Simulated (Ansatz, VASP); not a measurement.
## Two plane-wave programs on MnAs

Contents of POSCAR:

```
MnAs
1.0
    3.7481282051      0.0000000000      0.0000000000
   -1.8740641025      3.2459742422      0.0000000000
    0.0000000000      0.0000000000      5.7162631663
Mn As
2 2
Direct
    0.0000000000      0.0000000000      0.0000000000
    0.0000000000      0.0000000000      0.5000000000
    0.3333333333      0.6666666667      0.2500000000
    0.6666666667      0.3333333333      0.7500000000
```

Contents of INCAR.step1:

```
ALGO = Normal ; EDIFF = 1E-4
ENCUT = 520 ; GGA = PE
ISMEAR = 0 ; LASPH = True
LCHARG = False ; LREAL = False
LWAVE = True ; NBANDS = 26
NELM = 100 ; PREC = Accurate
SIGMA = 0.05
```

The input INCAR.step2:

```
ALGO = Normal ; EDIFF = 1E-6
ENCUT = 520 ; ISIF = 2
ISMEAR = 0 ; ISTART = 1
LASPH = True ; LCHARG = False
LMIXTAU = True ; LREAL = False
LWAVE = False ; METAGGA = R2SCAN
NBANDS = 26 ; NELM = 100
PREC = Accurate ; SIGMA = 0.05
```

File KPOINTS:

```
k-points
0
Gamma
  12 12 8
```

Input for Ansatz:

```yaml
crystal:
  lattice:
    - [3.7481282051, 0.0, 0.0]
    - [-1.8740641025, 3.2459742422, 0.0]
    - [0.0, 0.0, 5.7162631663]
  atoms:
    - { symbol: Mn, position: [0.0, 0.0, 0.0] }
    - { symbol: Mn, position: [0.0, 0.0, 0.5] }
    - { symbol: As, position: [0.3333333333, 0.6666666667, 0.25] }
    - { symbol: As, position: [0.6666666667, 0.3333333333, 0.75] }
basis:
  ecutwfc: 500
  ecutrho_ratio: 4
kpoints:
  mp_grid: { grid: [12, 12, 8] }
hamiltonian:
  xc: r2scan
scf:
  occupations: { method: gaussian, width: 0.05 }
output:
  forces: true
  stress: true
  eigenvalues: true
```

Alike in both runs: task single point; functional r2SCAN; k mesh 12 × 12 × 8; occupations gaussian, width 0.05 eV; no spin polarisation.

|  | VASP | Ansatz |
| --- | --- | --- |
| version | VASP 6.6.1 | Ansatz 0.2.0 |
| potentials or method | VASP PAW PBE potentials, release 64 (Mn_pv, As), cutoff 520 eV | scalar-relativistic, plane waves, PAW |
| valence electrons in the cell | 36 | 60 |

VASP gave:

| Property | Result |
| --- | --- |
| gap on the k mesh at the Fermi level (eV) | none |
| pressure (GPa) | -23.2 |
| traceless stress, the component that is largest in VASP (GPa) | -0.67 |

Estimate Ansatz's values.

gap on the k mesh at the Fermi level (eV): none; pressure (GPa): -23.2; traceless stress, the component that is largest in VASP (GPa): -0.75.

VASP's potentials were made for PBE, not for r2SCAN. A gap of «none» marks a metal or a gap that the smearing closes. VASP's potentials hold 36 valence electrons a cell and Ansatz's 60, so a difference there can come from the potentials and not from the codes.
